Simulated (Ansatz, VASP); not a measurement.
# Two plane-wave programs on BP3

```xyz
4
Lattice="-1.5724 1.5724 5.4144 1.5724 -1.5724 5.4144 1.5724 1.5724 -5.4144" Properties=species:S:1:pos:R:3 pbc="T T T"
B     0.0000    0.0000    0.0000
P     0.0000    0.0000    5.4144
P     1.5724    0.0000    2.7072
P     0.0000    1.5724    2.7072
```

Alike in both runs: functional PBE; k mesh 6 × 6 × 6; occupations gaussian, width 0.1 eV; no spin polarisation.

Ansatz relaxed the structure, and its values are those at the end. VASP's run is a single point on that final structure, the one shown.

```csv
,VASP,Ansatz
version,VASP 6.6.1,Ansatz 0.2.0
potentials or method,"VASP PAW PBE potentials, release 64 (B, P), cutoff 520 eV","scalar-relativistic, plane waves, PAW"
valence electrons in the cell,18,18
```

VASP gave:

```
gap on the k mesh at the Fermi level (eV) : none
pressure (GPa)                            : -0.1
```

**Question.** What did Ansatz give for the same quantities?

**Answer.** gap on the k mesh at the Fermi level (eV): none; pressure (GPa): 0.1.

A gap of «none» marks a metal or a gap that the smearing closes.

The k mesh is coarse, so the values compare programs but aren't converged.
